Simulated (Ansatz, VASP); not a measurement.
# One calculation of As3Ru, two programs

```xyz
8
Lattice="4.0692 -5.7237 0.0000 4.0692 5.7237 0.0000 0.0000 0.0000 4.0101" Properties=species:S:1:pos:R:3 pbc="T T T"
As    4.0692    2.9079    1.0025
As    4.0692   -2.9079    3.0076
As    2.4292    1.1001    1.0025
As    5.7091   -1.1001    3.0076
As    2.4292   -1.1001    3.0076
As    5.7091    1.1001    1.0025
Ru    4.0692   -0.9025    1.0025
Ru    4.0692    0.9025    3.0076
```

Alike in both runs: functional PBE; k mesh 4 × 4 × 4; occupations gaussian, width 0.1 eV; no spin polarisation.

Ansatz relaxed the structure, and its values are those at the end. VASP's run is a single point on that final structure, the one shown.

|  | VASP | Ansatz |
| --- | --- | --- |
| version | VASP 6.6.1 | Ansatz 0.2.0 |
| potentials or method | VASP PAW PBE potentials, release 64 (As, Ru_pv), cutoff 520 eV | scalar-relativistic, plane waves, PAW |
| valence electrons in the cell | 58 | 122 |

|  | VASP | Ansatz | Ansatz less VASP |
| --- | --- | --- | --- |
| gap on the k mesh at the Fermi level (eV) | none | none | - |
| pressure (GPa) | 0.3 | 0.0 | -0.25 |
| rms of the force components (eV/Å) | 0.032 | 0.010 | -0.0228 |

A gap of «none» marks a metal or a gap that the smearing closes. VASP's potentials hold 58 valence electrons a cell and Ansatz's 122, so a difference there can come from the potentials and not from the codes.

The k mesh is coarse, so the values compare programs but aren't converged.
